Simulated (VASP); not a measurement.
**Cl: single point with PBE**

The system is Cl.

```
Cl
1.0
     3.12524   -2.00725    0.00000
     3.12524    2.00725    0.00000
     0.00000    0.00000    8.14656
Cl
4
Direct
  0.87564 0.12436 0.60748
  0.12436 0.87564 0.39252
  0.62436 0.37564 0.10748
  0.37564 0.62436 0.89252
```

- Program: VASP 6.6.1
- Task: single point
- Functional: PBE
- Potentials or basis: VASP PAW PBE potentials, release 64 (Cl)
- Cutoff: 520 eV
- k mesh: 8 × 8 × 4
- Occupations: gaussian, width 0.01 eV
- Spin: no spin polarisation
- Dipole correction: no
- Further INCAR settings: ALGO = Normal; EDIFF = 1e-06; NBANDS = 22

```yaml
Pressure: 1.8 GPa
Largest_force: 0.039 eV/Å
Band_gap_on_the_k_mesh: 2.25 eV, direct
```

Forces in eV/Å, atoms in the order of the input:
```
Cl   0.000 -0.006  0.038
Cl   0.000  0.006 -0.038
Cl   0.000  0.006  0.038
Cl   0.000 -0.006 -0.038
```

Stress tensor (GPa, compression positive):
```
2.20 0.00 0.00
0.00 1.80 0.00
0.00 0.00 1.46
```

Levels at points of the mesh, in eV from the valence-band top:
```
           k point  band 10  band 11  band 12  band 13  band 14  band 15  band 16  band 17  band 18  band 19
(0.00, 0.00, 0.00)    -2.16    -0.97    -0.44    -0.11     0.00     2.25     3.22     7.06     7.21     8.48
(0.50, 0.00, 0.00)    -2.60    -0.99    -0.99    -0.31    -0.31     2.99     2.99     8.03     8.03    10.30
(0.50, 0.50, 0.00)    -2.76    -1.61    -1.21    -0.51    -0.27     2.33     2.97     8.29     8.32     8.89
(0.00, 0.00, 0.50)    -2.21    -0.86    -0.86    -0.05    -0.05     2.67     2.67     7.44     7.44     9.41
(0.50, 0.00, 0.50)    -2.65    -0.70    -0.70    -0.08    -0.08     2.66     2.66     8.33     8.33     9.72
(0.50, 0.50, 0.50)    -2.74    -0.99    -0.99    -0.90    -0.90     2.59     2.59     8.91     8.91     9.81
```

Run time: 2.1 min on 1 thread of Intel(R) Xeon(R) Platinum 8259CL CPU @ 2.50GHz (Skylake/Cascade Lake), with other jobs on the host, peak memory 0.25 GiB.

A k mesh can miss the band edges. As with any semilocal functional, this PBE gap is likely too small.
